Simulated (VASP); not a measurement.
**Si: single point with PBEsol**

Si:

```
CELL_PARAMETERS angstrom
0.02129 2.71095 2.68966
2.71095 0.02129 2.68966
2.73224 2.73224 0.00000
ATOMIC_POSITIONS crystal
Si 0.00112 0.00112 0.99888
Si 0.24888 0.24888 0.25112
```

```json
{"Program": "VASP 6.6.1", "Task": "single point", "Functional": "PBEsol", "Potentials or basis": "VASP PAW PBE potentials, release 64 (Si)", "Cutoff": "500 eV", "k mesh": "4 × 4 × 4", "Occupations": "gaussian, width 0.01 eV", "Spin": "no spin polarisation", "Dipole correction": "no", "Further INCAR settings": "ALGO = Normal; EDIFF = 1e-06; NBANDS = 11"}
```

```yaml
Pressure: 2.2 GPa
Largest_force: 0.011 eV/Å
Band_gap_on_the_k_mesh: 0.32 eV, indirect (least direct gap 2.36 eV)
```

Forces on the atoms (eV/Å):
```
Si   0.000  0.000 -0.011
Si   0.000  0.000  0.011
```

Stress tensor (GPa, compression positive):
```
 1.96 -1.15  0.00
-1.15  1.96  0.00
 0.00  0.00  2.67
```

Levels at points of the mesh, in eV from the valence-band top:
```csv
k point,band 1,band 2,band 3,band 4,band 5,band 6,band 7,band 8,band 9
"(0.00, 0.00, 0.00)",-12.15,-0.16,-0.03,0.00,2.36,2.40,2.54,3.43,7.54
"(0.50, 0.00, 0.00)",-9.72,-7.13,-1.39,-1.26,1.35,3.08,3.22,7.38,10.47
"(0.50, 0.50, 0.00)",-7.93,-7.88,-3.12,-2.91,0.32,0.56,10.04,10.15,10.92
"(0.00, 0.00, 0.50)",-9.80,-7.17,-1.24,-1.22,1.52,3.22,3.22,7.50,10.28
"(0.50, 0.00, 0.50)",-7.95,-7.95,-2.96,-2.96,0.50,0.50,10.08,10.08,10.90
```

Run time: 5.7 s on 1 thread of Intel(R) Xeon(R) Platinum 8488C (Sapphire Rapids), with other jobs on the host, peak memory 0.14 GiB.

Caveat: the k points lie up to 0.51 Å⁻¹ apart; the PAW data sets were made with another functional, which shifts forces and pressure a little. A k mesh can miss the band edges.
